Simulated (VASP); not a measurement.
Input of a VASP 6.6.1 run:

The input INCAR:

```
PREC = Accurate ; ENCUT = 520
EDIFF = 1E-6 ; ISMEAR = 0
SIGMA = 0.1 ; LREAL = Auto
LASPH = True ; NELM = 60
ALGO = Fast ; ISIF = 2
LWAVE = False ; LCHARG = False
GGA = PE ; ISYM = 0
NBANDS = 108
```

Contents of KPOINTS:

```
Automatic mesh
0
Gamma
  3 3 3
```

File POSCAR:

```
Ta3Mo
1.0
    6.5571966635      0.0068554722     -0.0074671417
    0.0061197356      6.5417112093      0.0117164541
   -0.0067179679      0.0117547418      6.5404003605
Mo Ta
4 12
Direct
    1.0006468127      0.9989471533     -0.0005469533
    0.5006359739      0.4989469284     -0.0005470804
    0.5006455419      0.9989583903      0.4994519621
    0.5006635235      0.4989597917      0.4994428674
    0.5006511979     -0.0010402690      0.9994370032
    0.0006573010      0.4989665438      0.9994436058
    0.0006555473     -0.0010301167      0.4994374349
    0.2552832701      0.2491082459      0.2498074360
    0.7460136801      0.2493102128      0.2495758893
    1.0006343694      0.4989502054      0.4994518252
    0.2552184366      0.7486280926      0.2497957406
    0.2551297279      0.2491896339      0.7492242791
    0.7461581505      0.7487287041      0.2496661191
    0.7460872422      0.2492856324      0.7491115730
    0.2552772391      0.7486080986      0.7492955158
    0.7460199093      0.7488140815      0.7490894138
```

Potentials or basis: VASP PAW PBE potentials, release 64 (Mo_sv, Ta_pv).

Run with:

```bash
$ cat potpaw_PBE.64/Mo_sv/POTCAR potpaw_PBE.64/Ta_pv/POTCAR > POTCAR
$ mpirun -np 1 vasp_std > vasp.out
```

Question: What does it give for the pressure?

Answer: 0.2 GPa.

Question: Predict the band gap on the k mesh.

Answer: Zero (bands 94 and 95 overlap by 1.51 eV).

Stress tensor (GPa, compression positive):
```
 0.24 -0.13  0.14
-0.13  0.14 -0.16
 0.14 -0.16  0.18
```

Caveat: spin-orbit coupling is left out, which moves the levels of the heavy elements.
